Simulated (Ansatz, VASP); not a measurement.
## InP: VASP beside Ansatz

```
In P
1.0
     2.80472    2.80472    0.00000
    -2.80472    2.80472    0.00000
     0.00000    2.80472    2.80472
In P
1 1
Direct
  0.00000 0.00000 0.00000
  0.75000 0.25000 0.50000
```

Alike in both runs: task single point; functional r2SCAN; k mesh 8 × 8 × 8; no spin polarisation.

```csv
,VASP,Ansatz
version,VASP 6.6.1,Ansatz 0.2.0
potentials or method,"VASP PAW PBE potentials, release 64 (In_d, P)","PAW with Ansatz's default frozen-core files, scalar-relativistic"
plane-wave cutoff (eV),520,500
occupations,"gaussian, width 0.01 eV",fixed
valence electrons in the cell,18,18
```

|  | VASP | Ansatz | Ansatz less VASP |
| --- | --- | --- | --- |
| gap on the k mesh at the Fermi level (eV) | 1.76 | 1.76 | -0.001 |
| pressure (GPa) | 14.8 | 15.0 | +0.18 |

VASP's potentials were made for PBE, not for r2SCAN.
